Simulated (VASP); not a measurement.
A run of VASP 6.6.1 is set up as follows.

Contents of INCAR:

```
SYSTEM = MgBe
PREC = Accurate ; ENCUT = 520
EDIFF = 1E-6 ; ISMEAR = 0
SIGMA = 0.1 ; LREAL = .FALSE.
LASPH = .TRUE. ; NELM = 80
ALGO = Fast ; ISIF = 2
LWAVE = .FALSE. ; LCHARG = .FALSE.
GGA = PE ; NBANDS = 12
```

Contents of KPOINTS:

```
Automatic mesh
0
G
  10 10 12
  0 0 0
```

POSCAR

```
MgBe
1.0
    4.7166273771      0.0000000000      0.0000000000
    0.0000000000      4.7166273771      0.0000000000
    0.0000000000      0.0000000000      3.9859356121
Mg Be
2 2
Direct
    0.5000000000      0.0000000000      0.5292941882
    0.0000000000      0.5000000000      0.5292941882
    0.5000000000      0.5000000000      0.7965846757
    0.5000000000      0.5000000000      0.3013963979
```

Potentials or basis: VASP PAW PBE potentials, release 64 (Mg, Be).

Launch:

```sh
$ cat potpaw_PBE.64/Mg/POTCAR potpaw_PBE.64/Be/POTCAR > POTCAR
$ mpirun -np 1 vasp_std > vasp.out
```

Question: Estimate the largest force.

Answer: 0.006 eV/Å.

Question: Predict the pressure.

Answer: 0.0 GPa.

Question: What does it give for the band gap on the k mesh?

Answer: Zero (band 4 reaches 1.67 eV, above the bottom of band 5 at 0.75 eV).

Forces in eV/Å, atoms in the order of the input:
```
Mg   0.000  0.000  0.000
Mg   0.000  0.000  0.000
Be   0.000  0.000  0.006
Be   0.000  0.000 -0.006
```
